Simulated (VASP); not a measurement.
A run of VASP 6.6.1 is set up as follows.

Contents of INCAR:

```
SYSTEM = BaTe
PREC     = Accurate       ! precision mode
ENCUT    = 520            ! plane-wave cutoff, eV
EDIFF    = 1E-6           ! SCF threshold, eV
ISMEAR   = -1             ! smearing method
SIGMA    = 0.02           ! smearing width, eV
LREAL    = .False.        ! projectors in reciprocal space
LASPH    = .True.         ! aspherical terms in the spheres
NELM     = 100            ! most SCF steps
ALGO     = Normal         ! electronic algorithm
ISIF     = 2              ! what is computed and relaxed
LWAVE    = .False.        ! write WAVECAR
LCHARG   = .False.        ! write CHGCAR
GGA      = PE             ! functional
NBANDS   = 15             ! bands
```

The input KPOINTS:

```
Automatic mesh
0
Gamma
  6 6 6
  0 0 0
```

File POSCAR:

```
BaTe
1.0
    0.0000000000      3.4970629662      3.4970629662
    3.4970629662      0.0000000000      3.4970629662
    3.4970629662      3.4970629662      0.0000000000
Ba Te
1 1
Direct
    0.0000000000      0.0000000000      0.0000000000
    0.5000000000      0.5000000000      0.5000000000
```

Potentials or basis: VASP PAW PBE potentials, release 64 (Ba_sv, Te).

The run is started by

```console
$ cat potpaw_PBE.64/Ba_sv/POTCAR potpaw_PBE.64/Te/POTCAR > POTCAR
$ mpirun -np 1 vasp_std > vasp.out
```

Q: Predict the band gap on the k mesh.

A: 1.51 eV (least direct gap 1.90 eV).

Q: Estimate the pressure.

A: 1.3 GPa.

Caveat: the cell differs from its parent crystal (strain -1.0%); spin-orbit coupling is left out, which moves the levels of the heavy elements. A k mesh can miss the band edges.
